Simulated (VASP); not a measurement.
Ti, 1 atom in the cell. The structure is tetragonal, space group I4/mmm (No. 139). Conventional cell: a = 3.282 Å, b = 3.282 Å, c = 3.249 Å, α = 90.00°, β = 90.00°, γ = 90.00°. Ti (site symmetry 4/mmm) has 14 Ti at 2.83 to 3.28 Å within 3.7 Å.  This cell differs from its parent crystal: zz strain of -1 %.

```yaml
Program: VASP 6.6.1
Task: single point
Functional: PBEsol
Potentials_or_basis: VASP PAW PBE potentials, release 64 (Ti_sv)
Cutoff: 520 eV
k_mesh: 14 × 14 × 14
Occupations: fermi-dirac, width 0.05 eV
Spin: no spin polarisation
Dipole_correction: no
Further_INCAR_settings: ALGO = Normal; EDIFF = 1e-06; NBANDS = 12
```

Potentials or basis: VASP PAW PBE potentials, release 64 (Ti_sv).

The run is started by

```sh
$ cat potpaw_PBE.64/Ti_sv/POTCAR > POTCAR
$ mpirun -np 1 vasp_std > vasp.out
```

Hardware: 1 thread of Intel(R) Xeon(R) 6975P-C (Granite Rapids), with other jobs on the host.

Question: How long does it take, and how much memory?

Answer: It took 14 s on 1 thread of Intel(R) Xeon(R) 6975P-C (Granite Rapids), on a shared host, peak memory 0.17 GiB. Counts: scf iterations 12, k points 244.
